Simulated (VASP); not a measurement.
# MnF2 (P4_2/mnm) in VASP: further runs, part 2 of 2

VASP 6.6.1. Earlier steps stand in the parts before.

**3. Single point, PBE+U, collinear spin, antiferromagnetic start (14.44 Å³/atom)**

This run uses another cell than the first one, of 14.44 Å³/atom.

INCAR

```
SYSTEM = MnF2
ALGO = Normal
EDIFF = 1E-6
ENCUT = 520
GGA = PE
ISIF = 2
ISMEAR = 0
ISPIN = 2
LASPH = .TRUE.
LCHARG = .FALSE.
LDAU = .TRUE.
LDAUJ = 0 0
LDAUL = 2 -1
LDAUPRINT = 1
LDAUTYPE = 2
LDAUU = 3.9 0
LMAXMIX = 4
LORBIT = 11
LREAL = .FALSE.
LWAVE = .FALSE.
MAGMOM = 4.75 -4.75 -0.02 0.02 -0.02 0.02
NBANDS = 40
NELM = 150
PREC = Accurate
SIGMA = 0.05
```

KPOINTS

```
k-points
0
G
  4 4 6
  0 0 0
```

POSCAR

```
MnF2
1.0
    5.0616060840      0.0000000071      0.0000000000
    0.0000000071      5.0616060840      0.0000000000
    0.0000000000      0.0000000000      3.3815276986
Mn F
2 4
Direct
    0.0000000000      0.0000000000      0.0000000000
    0.5000000000      0.5000000000      0.5000000000
    0.3061881749      0.3061881749      0.0000000000
    0.1938118371      0.8061881629      0.5000000000
    0.6938118251      0.6938118251      0.0000000000
    0.8061881629      0.1938118371      0.5000000000
```

Potentials or basis: VASP PAW PBE potentials, release 64 (Mn_pv, F).

On the command line:

```sh
cat potpaw_PBE.64/Mn_pv/POTCAR potpaw_PBE.64/F/POTCAR > POTCAR
mpirun -np 1 vasp_std > vasp.out
```

OUTCAR:

```text
SYSTEM = MnF2
   EDIFF = 1E-6
   ENCUT = 520
   GGA = PE
   ISIF = 2
   ISMEAR = 0
   ISPIN = 2
   LASPH = .TRUE.
   LORBIT = 11
   LREAL = .FALSE.
   NELM = 150
   PREC = Accurate

 ion  position               nearest neighbor table
   1  0.000  0.000  0.000-   4 2.19   6 2.19   4 2.19   6 2.19   5 2.19   3 2.19
   2  0.500  0.500  0.500-   3 2.19   5 2.19   3 2.19   5 2.19   4 2.19   6 2.19
   3  0.306  0.306  0.000-   2 2.19   2 2.19   1 2.19
   4  0.194  0.806  0.500-   1 2.19   1 2.19   2 2.19
   5  0.694  0.694  0.000-   2 2.19   2 2.19   1 2.19
   6  0.806  0.194  0.500-   1 2.19   1 2.19   2 2.19

  LATTYP: Found a simple tetragonal cell.
 ALAT       =     5.0616060840
 C/A-ratio  =     0.6680740545
[... 2326 lines left out ...]
      0.00000      0.00000      0.00000        -0.000000     -0.000000     -0.000000
      2.53080      2.53080      1.69076        -0.000000     -0.000000     -0.000000
      1.54980      1.54980      0.00000        -0.004824     -0.004824      0.000000
      0.98100      4.08061      1.69076         0.004824     -0.004824     -0.000000
      3.51180      3.51180      0.00000         0.004824      0.004824     -0.000000
      4.08061      0.98100      1.69076        -0.004824      0.004824     -0.000000
 -----------------------------------------------------------------------------------
    total drift:                               -0.000000      0.000000      0.000000

  FREE ENERGIE OF THE ION-ELECTRON SYSTEM (eV)
  ---------------------------------------------------
  free  energy   TOTEN  =       -37.8971720682 eV

  energy  without entropy=      -37.8971720682  energy(sigma->0) =      -37.89717207

 total charge

# of ion       s       p       d       tot
------------------------------------------
    1        0.147   6.119   4.916  11.182
    2        0.147   6.119   4.916  11.182
    3        1.732   4.357   0.000   6.090
    4        1.732   4.357   0.000   6.090
    5        1.732   4.357   0.000   6.090
    6        1.732   4.357   0.000   6.090
--------------------------------------------------
tot          7.224  29.668   9.832  46.725

 magnetization (x)

# of ion       s       p       d       tot
------------------------------------------
    1        0.019   0.016   4.648   4.683
    2       -0.019  -0.016  -4.648  -4.683
    3       -0.002  -0.015   0.000  -0.016
    4        0.002   0.015   0.000   0.016
    5       -0.002  -0.015   0.000  -0.016
    6        0.002   0.015   0.000   0.016
--------------------------------------------------
tot         -0.000   0.000  -0.000  -0.000
```

OSZICAR:

```text
N       E                     dE             d eps       ncg     rms          rms(c)
DAV:   1     0.671493529621E+03    0.67149E+03   -0.30047E+04  3920   0.148E+03
DAV:   2     0.208043540120E+02   -0.65069E+03   -0.61311E+03  4040   0.453E+02
DAV:   3    -0.381048164620E+02   -0.58909E+02   -0.58255E+02  4440   0.148E+02
DAV:   4    -0.390494321608E+02   -0.94462E+00   -0.94397E+00  4056   0.207E+01
DAV:   5    -0.390613360220E+02   -0.11904E-01   -0.11904E-01  4336   0.234E+00    0.185E+01
DAV:   6    -0.368873424244E+02    0.21740E+01   -0.17150E+01  4288   0.308E+01    0.140E+01
DAV:   7    -0.376578723398E+02   -0.77053E+00   -0.15398E+00  3968   0.112E+01    0.892E+00
DAV:   8    -0.368650447891E+02    0.79283E+00   -0.48592E-01  4448   0.752E+00    0.523E+00
DAV:   9    -0.378969453031E+02   -0.10319E+01   -0.13558E-01  4160   0.438E+00    0.824E-01
DAV:  10    -0.378960544818E+02    0.89082E-03   -0.26839E-02  3992   0.119E+00    0.288E-01
DAV:  11    -0.378968352228E+02   -0.78074E-03   -0.21040E-03  4376   0.297E-01    0.141E-01
DAV:  12    -0.378970854088E+02   -0.25019E-03   -0.11252E-03  3992   0.346E-01    0.907E-02
DAV:  13    -0.378971642008E+02   -0.78792E-04   -0.10160E-04  4160   0.104E-01    0.490E-02
DAV:  14    -0.378971651145E+02   -0.91368E-06   -0.54009E-05  4040   0.552E-02    0.382E-02
DAV:  15    -0.378971719731E+02   -0.68587E-05   -0.71183E-06  3984   0.264E-02    0.574E-03
DAV:  16    -0.378971720682E+02   -0.95020E-07   -0.94587E-07  3168   0.843E-03
   1 F= -.37897172E+02 E0= -.37897172E+02  d E =-.245332E-11  mag=     0.0000
```

stdout:

```text
POSCAR found type information on POSCAR MnF
 POSCAR found :  2 types and       6 ions
 scaLAPACK will be used
 LDA part: xc-table for (Slater+PW92), standard interpolation
 POSCAR, INCAR and KPOINTS ok, starting setup
 FFT: planning ... GRIDC
 FFT: planning ... GRID_SOFT
 FFT: planning ... GRID
 WAVECAR not read
 entering main loop
```

Wall time 2.5 min (1 thread of Intel Xeon Platinum 8488C (Sapphire Rapids), shared host); peak memory 0.3 GiB.

Results:

| Quantity | Value |
| --- | --- |
| Free energy | -37.8972 eV |
| Pressure | -3.6 GPa |
| Largest force | 0.007 eV/Å |
| Band gap on the k mesh | 3.53 eV (least direct gap 3.55 eV) |
| Net moment | 0.00 μB per cell |
| Site moments | Mn +4.68, -4.68; F -0.02, +0.02 (each value once) μB |
| Valence electrons inside the program's atomic spheres | Mn 11.18; F 6.09 |

Forces in eV/Å, atoms in the order of the input:
```
Mn   0.000  0.000  0.000
Mn   0.000  0.000  0.000
F   -0.005 -0.005  0.000
F    0.005 -0.005  0.000
F    0.005  0.005  0.000
F   -0.005  0.005  0.000
```

Stress tensor (GPa, compression positive):
```
-3.58  0.00  0.00
 0.00 -3.58  0.00
 0.00  0.00 -3.79
```

Eigenvalues of the final occupation matrices:
| site | spin | trace | eigenvalues |
| --- | --- | --- | --- |
| site 1 d | 1 | 4.80 | 0.95 0.95 0.95 0.98 0.98 |
| site 1 d | 2 | 0.14 | 0.01 0.01 0.01 0.05 0.05 |
| site 2 d | 1 | 0.14 | 0.01 0.01 0.01 0.05 0.05 |
| site 2 d | 2 | 4.80 | 0.95 0.95 0.95 0.98 0.98 |

Caveat: the cell stands under tension.
